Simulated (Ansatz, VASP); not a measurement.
**One calculation of LaSb, two programs**

```
La Sb
1.0
     0.00000    3.26649    3.26649
     3.26649    0.00000    3.26649
     3.26649    3.26649    0.00000
La Sb
1 1
Direct
  0.00000 0.00000 0.00000
  0.50000 0.50000 0.50000
```

Change from the starting cell: volume scaled by 1.02, crystal datasets.

Alike in both runs: task electric field gradients; functional PBEsol; k mesh 10 × 10 × 10; occupations fermi-dirac, width 0.05 eV; no spin polarisation.

```csv
,VASP,Ansatz
version,VASP 6.6.1,Ansatz 0.2.0
potentials or method,"VASP PAW PBE potentials, release 64 (La, Sb), cutoff 520 eV","all-electron PAW with datasets made for the crystal, scalar-relativistic"
```

Ansatz gave:

```
pressure (GPa) : -1.9
```

Question: What did VASP give for the same quantities?

Answer: Pressure (GPa): -2.0.

VASP's potentials were made for PBE, not for PBEsol. Ansatz ran all-electron here, and VASP with PAW potentials.

Spin-orbit coupling is off throughout.
